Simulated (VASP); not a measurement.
Wanted: the native input for a VASP 6.6.1 run.

```yaml
Task: single point
Functional: LDA
Potentials_or_basis: VASP PAW LDA potentials, release 64 (W_sv)
Cutoff: 520 eV
k_mesh: 13 × 13 × 1
Occupations: fermi-dirac, width 0.08 eV
Spin: no spin polarisation
Dipole_correction: yes
Further_INCAR_settings: ALGO = Normal; EDIFF = 1e-07; NBANDS = 28
```

The structure of W lies in POSCAR:

```
W
1.0
    3.1348320012      0.0000000000      0.0000000000
    0.0000000000      3.1348320012      0.0000000000
    0.0000000000      0.0000000000     19.1348000000
W
3
Direct
    0.0000000000      0.0000000000      0.4249572345
    0.5000000000      0.5000000000      0.4999999971
    0.0000000000      0.0000000000      0.5750427685
```

One way to write it, as run:

INCAR

```
  ALGO = Normal
  DIPOL = 0.5 0.5 0.500
  EDIFF = 1E-7
  ENCUT = 520
  GGA = CA
  IDIPOL = 3
  ISIF = 2
  ISMEAR = -1
  LASPH = T
  LCHARG = F
  LDIPOL = T
  LREAL = F
  LWAVE = F
  NBANDS = 28
  NELM = 100
  PREC = Accurate
  SIGMA = 0.08
```

KPOINTS

```
k-points
0
Gamma
  13 13 1
```

Potentials or basis: VASP PAW LDA potentials, release 64 (W_sv).

Launch:

```bash
$ cat potpaw_LDA.64/W_sv/POTCAR > POTCAR
$ mpirun -np 1 vasp_std > vasp.out
```

It gave:

The largest force is 0.139 eV/Å and the band gap on the k mesh is zero (band 21 reaches 0.61 eV, above the bottom of band 22 at -0.80 eV).

Caveat: spin-orbit coupling is left out, which moves the levels of the heavy elements.

Run time: 5.2 min on 1 thread of AMD EPYC 7R43 64-Core Processor (Zen 3), with other jobs on the host, peak memory 0.25 GiB.
